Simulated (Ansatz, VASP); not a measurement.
## Ag in VASP and in Ansatz

Contents of POSCAR:

```
Ag
1.0
   -1.5934109572      1.5934109572      1.6751243396
    1.5934109572     -1.5934109572      1.6751243396
    1.5934109572      1.5934109572     -1.6751243396
Ag
1
Direct
    0.0000000000      0.0000000000      0.0000000000
```

INCAR.step1

```
ALGO = Normal ; EDIFF = 1E-4
ENCUT = 520 ; GGA = PE
ISMEAR = 0 ; LASPH = True
LCHARG = False ; LREAL = False
LWAVE = True ; NBANDS = 12
NELM = 60 ; PREC = Accurate
SIGMA = 0.15
```

File INCAR.step2:

```
ALGO = Normal ; EDIFF = 1E-7
ENCUT = 520 ; ISIF = 2
ISMEAR = 0 ; ISTART = 1
LASPH = True ; LCHARG = False
LMIXTAU = True ; LREAL = False
LWAVE = False ; METAGGA = R2SCAN
NBANDS = 12 ; NELM = 60
PREC = Accurate ; SIGMA = 0.15
```

File KPOINTS:

```
k-points
0
Gamma
  26 26 26
```

Input for Ansatz:

```yaml
crystal:
  lattice:
    - [-1.5934109572, 1.5934109572, 1.6751243396]
    - [1.5934109572, -1.5934109572, 1.6751243396]
    - [1.5934109572, 1.5934109572, -1.6751243396]
  atoms:
    - { symbol: Ag, position: [0.0, 0.0, 0.0] }
basis:
  ecutwfc: 500
kpoints:
  mp_grid: { grid: [26, 26, 26] }
hamiltonian:
  xc: r2scan
scf:
  occupations: { method: gaussian, width: 0.15 }
output:
  forces: true
  stress: true
  eigenvalues: true
```

Change from the starting cell: strain -0.025 along x and y, +0.025 along z, atoms carried along.

Alike in both runs: task single point; functional r2SCAN; k mesh 26 × 26 × 26; occupations gaussian, width 0.15 eV; no spin polarisation.

|  | VASP | Ansatz |
| --- | --- | --- |
| version | VASP 6.6.1 | Ansatz 0.2.0 |
| potentials or method | VASP PAW PBE potentials, release 64 (Ag), cutoff 520 eV | scalar-relativistic, plane waves, PAW |
| valence electrons in the cell | 11 | 19 |

```csv
,VASP,Ansatz,Ansatz less VASP
gap on the k mesh at the Fermi level (eV),none,none,-
pressure (GPa),2.7,2.5,-0.17
"traceless stress, the component that is largest in VASP (GPa)",0.50,0.49,-0.010
```

VASP's potentials were made for PBE, not for r2SCAN. A gap of «none» marks a metal or a gap that the smearing closes. The functional is the same, so the differences come from potentials, cutoffs and numerics. VASP's potentials hold 11 valence electrons a cell and Ansatz's 19, so a difference there can come from the potentials and not from the codes.
